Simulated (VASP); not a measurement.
## Sb3Au: relaxation of volume and atoms at fixed shape with LDA

The system is Sb3Au.

```
Sb Au
1.0
     3.06319    0.00000    0.00000
     0.00000    3.06319    0.00000
     0.00000    0.00000   11.81513
Sb Au
3 1
Direct
  0.00000 0.00000 0.23122
  0.00000 0.00000 0.50000
  0.00000 0.00000 0.76878
  0.00000 0.00000 0.00000
```

```json
{"Program": "VASP 6.6.1", "Task": "relaxation of volume and atoms at fixed shape", "Functional": "LDA", "Potentials or basis": "VASP PAW LDA potentials, release 64 (Sb_d_GW, Au_sv_GW)", "Cutoff": "500 eV", "k mesh": "7 × 7 × 2", "Occupations": "fermi-dirac, width 0.1 eV", "Spin": "no spin polarisation", "Dipole correction": "no", "Further INCAR settings": "ALGO = Normal; EDIFF = 1e-07; IBRION = 2; EDIFFG = -0.03; NSW = 80; ISIF = 8"}
```

- Relaxed volume: 25.50 Å³/atom
- Relaxed cell: a = 2.979 Å, b = 2.979 Å, c = 11.491 Å, α = 90.00°, β = 90.00°, γ = 90.00°
- Space group after relaxing (to 0.1 Å): P4/mmm (No. 123)
- Energy gained by relaxing: 39.0 meV/atom
- Ionic steps: 6
- Pressure after relaxing: 0.1 GPa
- Largest force after relaxing: 0.004 eV/Å
- Band gap on the k mesh: zero (bands 32 and 33 overlap by 5.51 eV)

Forces in eV/Å, atoms in the order of the input:
```
Sb   0.000  0.000  0.004
Sb   0.000  0.000  0.000
Sb   0.000  0.000 -0.004
Au   0.000  0.000  0.000
```

Stress tensor (GPa, compression positive):
```
 0.41  0.00  0.00
 0.00  0.41  0.00
 0.00  0.00 -0.53
```

The path:
| step | energy change (eV) | largest force (eV/Å) | pressure (GPa) | volume (Å³) |
| --- | --- | --- | --- | --- |
| 1 | 0.0000 | 0.1429 | -5.35 | 110.86 |
| 2 | -0.0649 | 0.3679 | 5.25 | 96.67 |
| 3 | -0.1540 | 0.1151 | -0.07 | 102.40 |
| 4 | -0.1540 | 0.1194 | 0.07 | 102.24 |
| 5 | -0.1550 | 0.0833 | 0.07 | 102.16 |
| 6 | -0.1559 | 0.0042 | 0.09 | 101.99 |

Final structure:
```
CELL_PARAMETERS angstrom
2.97918 0.00000 0.00000
0.00000 2.97918 0.00000
0.00000 0.00000 11.49106
ATOMIC_POSITIONS crystal
Sb 0.00000 0.00000 0.23233
Sb 0.00000 0.00000 0.50000
Sb 0.00000 0.00000 0.76767
Au 0.00000 0.00000 0.00000
```

Levels at points of the mesh, in eV from the Fermi level:
```
           k point  band 28  band 29  band 30  band 31  band 32  band 33  band 34  band 35  band 36  band 37
(0.00, 0.00, 0.00)    -3.23    -2.29    -0.11     1.22     4.14     4.14     5.01     5.01     5.53     5.53
(0.00, 0.00, 0.50)    -3.23    -2.47    -2.29     3.59     4.26     4.26     4.71     4.71     5.61     5.74
```

Run time: 8.4 min on 1 thread of Intel(R) Xeon(R) Platinum 8259CL CPU @ 2.50GHz (Skylake/Cascade Lake), with other jobs on the host, peak memory 0.25 GiB.

Caveat: spin-orbit coupling is left out, which moves the levels of the heavy elements.
